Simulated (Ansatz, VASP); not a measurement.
YIn3N4: VASP beside Ansatz

```xyz
8
Lattice="3.6436 0.0000 0.0000 -1.8218 3.1555 0.0000 0.0000 0.0000 11.5790" Properties=species:S:1:pos:R:3 pbc="T T T"
In    0.0000    2.1036    0.0348
In    0.0000    2.1036    5.7317
In    1.8218    1.0518    2.8813
Y     1.8218    1.0518    8.6214
N     0.0000    2.1036    2.2320
N     0.0000    2.1036    7.9171
N     1.8218    1.0518    5.0811
N     1.8218    1.0518   10.9219
```

Alike in both runs: task single point; functional PBE; k mesh 6 × 6 × 2; no spin polarisation.

|  | VASP | Ansatz |
| --- | --- | --- |
| version | VASP 6.6.1 | Ansatz 0.2.0 |
| potentials or method | VASP PAW PBE potentials, release 64 (In_d, Y_sv, N) | plane waves, PAW |
| plane-wave cutoff (eV) | 520 | 420 |
| occupations | gaussian, width 0.01 eV | fixed |
| valence electrons in the cell | 70 | 70 |

|  | VASP | Ansatz | Ansatz less VASP |
| --- | --- | --- | --- |
| gap on the k mesh at the Fermi level (eV) | 0.34 | 0.35 | +0.007 |
| pressure (GPa) | 0.1 | 0.0 | -0.09 |
| traceless stress, the component that is largest in VASP (GPa) | -0.03 | -0.05 | -0.020 |
| rms of the force components (eV/Å) | 0.011 | 0.005 | -0.0057 |

Atom by atom the forces differ by 0.007 eV/Å (rms over components).
